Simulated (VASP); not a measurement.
# BF (Cmcm) in VASP: further runs

The runs below take BF through relaxation of cell and atoms, single point, with PBE.

All numbers are computed with VASP 6.6.1; they aren't measurements. Logs are shortened: lines on timing, memory, paths and dates and some standing lists are left out, and cuts for length are marked.

## Step 1: The cell of the first run

It takes space group Cmcm (No. 63, orthorhombic). The conventional cell has a = 2.436 Å, b = 11.255 Å, c = 3.088 Å, α = 90.00°, β = 90.00°, γ = 90.00°. B (site symmetry m2m) has 2 F at 1.58 Å and 2 B at 1.74 Å within 2.1 Å. Within 2.1 Å of F (site symmetry m2m) lie 2 B at 1.58 Å.

The cell was generated, and may not be a known phase.

## Step 2: Relaxation of cell and atoms, PBE

Input file INCAR:

```
PREC = Accurate
ENCUT = 600
EDIFF = 1E-6
ISMEAR = 0
SIGMA = 0.02
LREAL = F
LASPH = T
NELM = 60
ALGO = Normal
ISIF = 3
LWAVE = F
LCHARG = F
GGA = PE
IBRION = 2
NSW = 100
EDIFFG = -0.01
```

Input file KPOINTS:

```
regular mesh
0
Gamma
  12 12 10
```

Input file POSCAR:

```
BF
1.0
    1.2180481834     -5.6276161083      0.0000000000
    1.2180481834      5.6276161083      0.0000000000
    0.0000000000      0.0000000000      3.0880745203
B F
2 2
Direct
    0.5358297894      0.4641702106      0.2500000000
    0.4641702106      0.5358297894      0.7500000000
    0.1250997624      0.8749002376      0.2500000000
    0.8749002376      0.1250997624      0.7500000000
```

Potentials or basis: VASP PAW PBE potentials, release 64 (B, F).

Command:

```console
> cat potpaw_PBE.64/B/POTCAR potpaw_PBE.64/F/POTCAR > POTCAR
> mpirun -np 1 vasp_std > vasp.out
```

OUTCAR:

```text
PREC = Accurate
   ENCUT = 600
   EDIFF = 1E-6
   ISMEAR = 0
   LREAL = F
   LASPH = T
   NELM = 60
   ISIF = 3
   GGA = PE
   IBRION = 2
   NSW = 100
   EDIFFG = -0.01

 ion  position               nearest neighbor table
   1  0.536  0.464  0.250-   3 1.58   3 1.58   2 1.74   2 1.74
   2  0.464  0.536  0.750-   4 1.58   4 1.58   1 1.74   1 1.74
   3  0.125  0.875  0.250-   1 1.58   1 1.58
   4  0.875  0.125  0.750-   2 1.58   2 1.58

  LATTYP: Found a base centered orthorhombic cell.
 ALAT       =     2.4360963668
 B/A-ratio  =     4.6201917009
 C/A-ratio  =     1.2676323328

  Lattice vectors:

 A1 = (   1.2180481834,  -5.6276161083,   0.0000000000)
 A2 = (   1.2180481834,   5.6276161083,   0.0000000000)
 A3 = (   0.0000000000,   0.0000000000,   3.0880745203)

Analysis of symmetry for initial positions (statically):
=====================================================================
 Subroutine PRICEL returns:
 Original cell was already a primitive cell.

 Routine SETGRP: Setting up the symmetry group for a
 base centered orthorhombic supercell.

 Subroutine GETGRP returns: Found  8 space group operations
 (whereof  4 operations were pure point group operations)
 out of a pool of  8 trial point group operations.

The static configuration has the point symmetry C_2h.
 The point group associated with its full space group is D_2h.

Analysis of symmetry for dynamics (positions and initial velocities):
=====================================================================
 Subroutine PRICEL returns:
 Original cell was already a primitive cell.

 Routine SETGRP: Setting up the symmetry group for a
 base centered orthorhombic supercell.

 Subroutine GETGRP returns: Found  8 space group operations
 (whereof  4 operations were pure point group operations)
 out of a pool of  8 trial point group operations.

The dynamic configuration has the point symmetry C_2h.
 The point group associated with its full space group is D_2h.

 Subroutine INISYM returns: Found  8 space group operations
 (whereof  4 operations are pure point group operations),
 and found     1 'primitive' translations

----------------------------------------------------------------------------------------

                                     Primitive cell

  volume of cell :      42.3357

  direct lattice vectors                    reciprocal lattice vectors
     1.218048183 -5.627616108  0.000000000     0.410492792 -0.088847567  0.000000000
     1.218048183  5.627616108  0.000000000     0.410492792  0.088847567  0.000000000
     0.000000000  0.000000000  3.088074520     0.000000000  0.000000000  0.323826382

  length of vectors
     5.757925359  5.757925359  3.088074520     0.419997884  0.419997884  0.323826382

  position of ions in fractional coordinates (direct lattice)
     0.535829789  0.464170211  0.250000000
     0.464170211  0.535829789  0.750000000
     0.125099762  0.874900238  0.250000000
     0.874900238  0.125099762  0.750000000

  ion indices of the primitive-cell ions
   primitive index   ion index
                 1           1
                 2           2
                 3           3
                 4           4

----------------------------------------------------------------------------------------

 KPOINTS: regular mesh

Automatic generation of k-mesh.
 Grid dimensions read from file:
 generate k-points for:   12   12   10

 Generating k-lattice:

  Cartesian coordinates                     Fractional coordinates (reciprocal lattice)
     0.034207733 -0.007403964  0.000000000     0.083333333  0.000000000  0.000000000
     0.034207733  0.007403964  0.000000000     0.000000000  0.083333333  0.000000000
     0.000000000  0.000000000  0.032382638     0.000000000  0.000000000  0.100000000

  Length of vectors
     0.034999824  0.034999824  0.032382638

  Shift w.r.t. Gamma in fractional coordinates (k-lattice)
     0.000000000  0.000000000  0.000000000

 Subroutine IBZKPT returns following result:
 ===========================================

 Found    258 irreducible k-points:

 Following reciprocal coordinates:
            Coordinates               Weight
  0.000000  0.000000  0.000000      1.000000
  0.083333 -0.000000  0.000000      4.000000
  0.166667  0.000000  0.000000      4.000000
  0.250000  0.000000  0.000000      4.000000
  0.333333 -0.000000  0.000000      4.000000
  0.416667  0.000000  0.000000      4.000000
[... 16 lines left out ...]
  0.500000  0.166667  0.000000      4.000000
 -0.416667  0.166667  0.000000      4.000000
 [... further k-points ...]
   k-points           NKPTS =    258   k-points in BZ     NKDIM =    258   number of bands    NBANDS=     14
   number of dos      NEDOS =    301   number of ions     NIONS =      4
   total plane-waves  NPLWV =  64512
   dimension x,y,z NGX =    48 NGY =   48 NGZ =   28
   dimension x,y,z NGXF=    96 NGYF=   96 NGZF=   56
   ions per type =               2   2
   NGX,Y,Z   is equivalent  to a cutoff of  13.86, 13.86, 15.07 a.u.
   NGXF,Y,Z  is equivalent  to a cutoff of  27.72, 27.72, 30.15 a.u.
 SYSTEM =  unknown system
   PREC   = accura    normal or accurate (medium, high low for compatibility)
   ISTART =      0    job   : 0-new  1-cont  2-samecut
   ICHARG =      2    charge: 1-file 2-atom 10-const
   ISPIN  =      1    spin polarized calculation?
   LNONCOLLINEAR =      F non collinear calculations
   LSORBIT =      F    spin-orbit coupling
   LASPH  =      T    aspherical Exc in radial PAW
   ENCUT  =  600.0 eV  44.10 Ry    6.64 a.u.  11.50 11.50  6.17*2*pi/ulx,y,z
   NELM   =     60;   NELMIN=  2; NELMDL= -5     # of ELM steps
   EDIFF  = 0.1E-05   stopping-criterion for ELM
   LREAL  =      F    real-space projection
   EDIFFG = -.1E-01   stopping-criterion for IOM
   NSW    =    100    number of steps for IOM
   IBRION =      2    ionic relax: 0-MD 1-quasi-New 2-CG
   NFREE  =      1    steps in history (QN), initial steepest desc. (CG)
   ISIF   =      3    stress and relaxation
   ISYM   =      2    0-nonsym 1-usesym 2-fastsym
   POTIM  = 0.5000    time-step for ionic-motion
   TEBEG  =    0.0;   TEEND  =   0.0 temperature during run
   PSTRESS=    0.0 pullay stress
   NELECT =      20.0000    total number of electrons
   NUPDOWN=      -1.0000    fix difference up-down
   EMIN   =  10.00;   EMAX   =-10.00  energy-range for DOS
   EFERMI =   0.00;   METHOD = LEGACY
   ISMEAR =     0;   SIGMA  =   0.02  broadening in eV -4-tet -1-fermi 0-gaus
   EFERMI_NEDOS =   21; number of points for ismear=-14 and -15
   IALGO  =     38    algorithm
   IMIX   =      4    mixing-type and parameters
     AMIX     =   0.40;   BMIX     =  1.00
     AMIX_MAG =   1.60;   BMIX_MAG =  1.00
  volume/ion in A,a.u.               =      10.58        71.42
  Fermi-wavevector in a.u.,A,eV,Ry     =   1.275017  2.409433 22.118556  1.625668
  Thomas-Fermi vector in A             =   2.407753
   LORBIT       =      0    0 simple, 1 ext, 2 COOP (PROOUT), +10 PAW based schemes
   GGA     = PE    functional components
   LHFCALC =     F    Hartree Fock is set to
   AEXX    =    0.0000 exact exchange contribution
   IVDW    =     0    specifies the selected vdW correction
   LEPSILON=     F    determine dielectric tensor
   LRPA    =     F    only Hartree local field effects (RPA)
 conjugate gradient relaxation of ions
 non-spin polarized calculation
 Gauss-broadening in eV      SIGMA  =   0.02
  energy-cutoff  :      600.00
  volume of cell :       42.34
 maximum number of plane-waves:      1430
 NGX is ok and might be reduce to    48
   NGX = 23   NGY = 23   NGZ = 13

--------------------------------------- Ionic step        1  -------------------------------------------

 number of electron      20.0000004 magnetization

 Free energy of the ion-electron system (eV)
  ---------------------------------------------------
  ext. energy  EPLUGINS =         0.00000000
  ---------------------------------------------------
  free energy    TOTEN  =       -21.97029813 eV

  energy without entropy =      -21.97029813  energy(sigma->0) =      -21.97029813

------------------------ aborting loop because EDIFF is reached ----------------------------------------

  FORCE on cell =-STRESS in cart. coord.  units (eV):
  Direction    XX          YY          ZZ          XY          YZ          ZX
  --------------------------------------------------------------------------------------
  -------------------------------------------------------------------------------------
  Total        0.1871951      0.0910738     -0.1349689      0.0000000      0.0000000      0.0000000
  in kB        7.0843223      3.4466528     -5.1078454      0.0000000      0.0000000      0.0000000
  external PRESSURE =       1.8077099 kB  Pullay stress =       0.0000000 kB
[... 99 lines left out ...]
  energy  without entropy=      -21.9706335712  energy(sigma->0) =      -21.97063357

--------------------------------------- Ionic step        4  -------------------------------------------

 number of electron      20.0000005 magnetization

 Free energy of the ion-electron system (eV)
  ---------------------------------------------------
  ext. energy  EPLUGINS =         0.00000000
  ---------------------------------------------------
  free energy    TOTEN  =       -21.97071481 eV

  energy without entropy =      -21.97071481  energy(sigma->0) =      -21.97071481

 E-fermi :   2.2361     XC(G=0):  -9.2355

 val. band max:        2.0871955142   @ k =   0.5000   0.5000   0.0000
 cond. band min:       3.5816288864   @ k =   0.5000   0.5000   0.0000
 fundamental gap:      1.4944333722
 Fermi energy:         2.2360954846

 k-point     1 :       0.0000    0.0000    0.0000
  band No.  band energies     occupation
      1     -24.7522      2.00000
      2     -24.5179      2.00000
      3      -8.8515      2.00000
      4      -5.5532      2.00000
      5      -5.1816      2.00000
      6      -5.1517      2.00000
      7      -4.8995      2.00000
      8      -4.2984      2.00000
      9      -2.6622      2.00000
     10       2.0613      2.00000
     11       3.9482      0.00000
     12       7.6855      0.00000
     13       9.2148      0.00000
     14      10.7815      0.00000
[... 375 lines left out ...]
 k-point    24 :      -0.4167    0.1667    0.0000
  band No.  band energies     occupation
      1     -24.3447      2.00000
      2     -24.1659      2.00000
      3      -8.5075      2.00000
      4      -7.1665      2.00000
      5      -6.9913      2.00000
      6      -5.5739      2.00000
      7      -4.5341      2.00000
      8      -3.9987      2.00000
      9      -1.9697      2.00000
     10       2.0283      2.00000
     11       5.7202      0.00000
     12       6.0206      0.00000
     13       9.7979      0.00000
     14      11.9530      0.00000

 [... further k-points ...]

------------------------ aborting loop because EDIFF is reached ----------------------------------------

  FORCE on cell =-STRESS in cart. coord.  units (eV):
  Direction    XX          YY          ZZ          XY          YZ          ZX
  --------------------------------------------------------------------------------------
  -------------------------------------------------------------------------------------
  Total        0.0039857     -0.0265799     -0.0195826      0.0000000      0.0000000      0.0000000
  in kB        0.1507472     -1.0052995     -0.7406485      0.0000000      0.0000000      0.0000000
  external PRESSURE =      -0.5317336 kB  Pullay stress =       0.0000000 kB
[... 19 lines left out ...]
  FREE ENERGIE OF THE ION-ELECTRON SYSTEM (eV)
  ---------------------------------------------------
  free  energy   TOTEN  =       -21.9707148081 eV

  energy  without entropy=      -21.9707148081  energy(sigma->0) =      -21.97071481

 reached required accuracy - stopping structural energy minimisation
```

It took 7.1 min on 1 thread of Intel Xeon Platinum 8488C (Sapphire Rapids), shared host; peak memory 0.35 GiB.

Results:

| Property | Result |
| --- | --- |
| Free energy | -21.9707 eV |
| Relaxed volume | 10.59 Å³/atom |
| Relaxed cell | a = 5.760 Å, b = 5.760 Å, c = 3.083 Å, α = 90.00°, β = 90.00°, γ = 155.54° |
| Space group after relaxing (to 0.1 Å) | Cmcm (No. 63) |
| Energy gained by relaxing | 0.1 meV/atom |
| Ionic steps | 4 |
| Pressure after relaxing | -0.1 GPa |
| Band gap on the k mesh | 1.49 eV |

Stress tensor (GPa, compression positive):
```
 0.02  0.00  0.00
 0.00 -0.10  0.00
 0.00  0.00 -0.07
```

The path:
| step | energy change (eV) | largest force (eV/Å) | pressure (GPa) | volume (Å³) |
| --- | --- | --- | --- | --- |
| 1 | 0.0000 | 0.0583 | 0.18 | 42.34 |
| 2 | -0.0001 | 0.0913 | -0.28 | 42.41 |
| 3 | -0.0003 | 0.0254 | -0.05 | 42.37 |
| 4 | -0.0004 | 0.0004 | -0.05 | 42.36 |

Final structure:
```
CELL_PARAMETERS angstrom
1.22035 -5.62967 0.00000
1.22035 5.62967 0.00000
0.00000 0.00000 3.08299
ATOMIC_POSITIONS crystal
B 0.53580 0.46420 0.25000
B 0.46420 0.53580 0.75000
F 0.12523 0.87477 0.25000
F 0.87477 0.12523 0.75000
```

A k mesh can miss the band edges.

## Step 3: Single point, PBE

This run uses another cell than the first one, of 11.13 Å³/atom.

Input file INCAR:

```
SYSTEM = BF
  ALGO = Normal
  EDIFF = 1E-7
  ENCUT = 520
  GGA = PE
  ISIF = 2
  ISMEAR = 0
  LASPH = .TRUE.
  LCHARG = .FALSE.
  LREAL = .FALSE.
  LWAVE = .FALSE.
  NBANDS = 18
  NELM = 100
  PREC = Accurate
  SIGMA = 0.02
```

Input file KPOINTS:

```
k-points
0
G
  12 12 10
  0 0 0
```

Input file POSCAR:

```
BF
1.0
    1.2174069498     -5.9284318654      0.0000000000
    1.2174069498      5.9284318654      0.0000000000
    0.0000000000      0.0000000000      3.0854941405
B F
2 2
Direct
    0.5340982812      0.4659017188      0.2500000000
    0.4659017188      0.5340982812      0.7500000000
    0.1189120792      0.8810879208      0.2500000000
    0.8810879208      0.1189120792      0.7500000000
```

Potentials or basis: VASP PAW PBE potentials, release 64 (B, F).

Command:

```console
> cat potpaw_PBE.64/B/POTCAR potpaw_PBE.64/F/POTCAR > POTCAR
> mpirun -np 1 vasp_std > vasp.out
```

Wall time 8 min (1 thread of AMD EPYC 9755, shared host); peak memory 0.29 GiB.

It converged, with:

```
Free energy            : -21.9652 eV
Pressure               : 0.2 GPa
Largest force          : 0.064 eV/Å
Band gap on the k mesh : 1.51 eV
```

Forces in eV/Å, atoms in the order of the input:
```
B    0.000  0.064  0.000
B    0.000 -0.064  0.000
F    0.000 -0.064  0.000
F    0.000  0.064  0.000
```

Stress tensor (GPa, compression positive):
```
 0.83  0.00  0.00
 0.00  0.13  0.00
 0.00  0.00 -0.34
```

Levels at points of the mesh, in eV from the valence-band top:
| k point | band 7 | band 8 | band 9 | band 10 | band 11 | band 12 | band 13 | band 14 |
| --- | --- | --- | --- | --- | --- | --- | --- | --- |
| (0.00, 0.00, 0.00) | -7.00 | -6.44 | -4.70 | -0.01 | 1.83 | 5.29 | 7.19 | 8.65 |
| (0.50, 0.00, 0.00) | -5.90 | -5.74 | -4.04 | -0.24 | 1.64 | 6.04 | 10.22 | 10.58 |
| (0.50, 0.50, 0.00) | -6.99 | -6.47 | -4.38 | 0.00 | 1.51 | 6.34 | 7.18 | 7.19 |
| (0.00, 0.00, 0.50) | -7.07 | -7.07 | -3.05 | -3.05 | 5.90 | 5.90 | 8.94 | 8.94 |
| (0.50, 0.00, 0.50) | -6.45 | -6.45 | -3.65 | -3.65 | 4.20 | 4.20 | 8.59 | 8.59 |
| (0.50, 0.50, 0.50) | -7.07 | -7.07 | -3.16 | -3.16 | 5.80 | 5.80 | 9.30 | 9.30 |

A k mesh can miss the band edges.

(Part 1 of 2 ends here.)

The gap in the log of VASP goes by the Fermi energy; the results here count the filled bands.